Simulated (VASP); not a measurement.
Au: relaxation of cell and atoms with PBEsol

Crystal: Au.

```
Au
1.0
    -1.65727    1.65727    1.65727
     1.65727   -1.65727    1.65727
     1.65727    1.65727   -1.65727
Au
1
Direct
  0.00000 0.00000 0.00000
```

| Item | Value |
| --- | --- |
| Program | VASP 6.6.1 |
| Task | relaxation of cell and atoms |
| Functional | PBEsol |
| Potentials or basis | VASP PAW PBE potentials, release 64 (Au) |
| Cutoff | 600 eV |
| k mesh | 11 × 11 × 11 |
| Occupations | fermi-dirac, width 0.05 eV |
| Spin | no spin polarisation |
| Target pressure | 20 GPa |
| Dipole correction | no |
| Further INCAR settings | ALGO = Normal; EDIFF = 1e-06; IBRION = 2; EDIFFG = -0.02; NSW = 80; ISIF = 3 |

The relaxed volume is 15.59 Å³/atom, the relaxed cell is a = 2.726 Å, b = 2.726 Å, c = 2.726 Å, α = 109.47°, β = 109.47°, γ = 109.47° and the space group after relaxing (to 0.05 Å) is Im-3m (No. 229). The energy change on relaxing (the enthalpy is what falls) is +49.3 meV/atom. The ionic steps are 5 and the pressure after relaxing is 20.1 GPa.

Step by step:
```csv
step,energy change (eV),largest force (eV/Å),pressure (GPa),volume (Å³)
1,0.0000,0.0000,-8.99,18.21
2,3.3004,0.0000,277.15,10.83
3,0.0169,0.0000,15.07,15.89
4,0.0328,0.0000,17.61,15.73
5,0.0493,0.0000,20.08,15.59
```

Final structure:
```
Au
1.0
    -1.57379    1.57379    1.57379
     1.57379   -1.57379    1.57379
     1.57379    1.57379   -1.57379
Au
1
Direct
  0.00000 0.00000 0.00000
```

Levels at points of the mesh, in eV from the Fermi level:
```tsv
k point	band 3	band 4	band 5	band 6	band 7	band 8	band 9
(0.00, 0.00, 0.00)	-5.22	-5.22	-2.97	-2.97	16.63	16.63	16.63
```

Wall time 22 s on 1 thread of Intel Xeon 6975P-C, on a shared host, peak memory 0.16 GiB.

Caveat: the cell is relaxed towards a set pressure, so the enthalpy falls and the energy may rise; the PAW data sets were made with another functional, which shifts forces and pressure a little; spin-orbit coupling is left out, which moves the levels of the heavy elements.
